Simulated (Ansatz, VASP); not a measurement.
# Be in VASP and in Ansatz

```
Be
1.0
     0.00000    2.14633    2.14633
     2.14633    0.00000    2.14633
     2.14633    2.14633    0.00000
Be
2
Direct
  0.91250 0.86250 0.86250
  0.08750 0.13750 0.13750
```

Change from the starting cell: shortest bond scaled by 1.1, LAPW.

Alike in both runs: task single point; functional PBEsol; k mesh 12 × 12 × 12; occupations fermi-dirac, width 0.05 eV; no spin polarisation.

|  | VASP | Ansatz |
| --- | --- | --- |
| version | VASP 6.6.1 | Ansatz 0.2.0 |
| potentials or method | VASP PAW PBE potentials, release 64 (Be), cutoff 520 eV | all-electron LAPW, scalar-relativistic |

Ansatz gave:

```
pressure (GPa)                                                : 33.9
traceless stress, the component that is largest in VASP (GPa) : 14.81
rms of the force components (eV/Å)                            : 0.672
```

**Question.** Which values does VASP return?

**Answer.** Pressure (GPa): 34.2; traceless stress, the component that is largest in VASP (GPa): 14.88; rms of the force components (eV/Å): 0.674.

VASP's potentials were made for PBE, not for PBEsol. Atom by atom the forces differ by 0.002 eV/Å (rms over components). Both programs put the cell under a high pressure, so it lies far from rest at this level. Ansatz ran all-electron here, and VASP with PAW potentials.
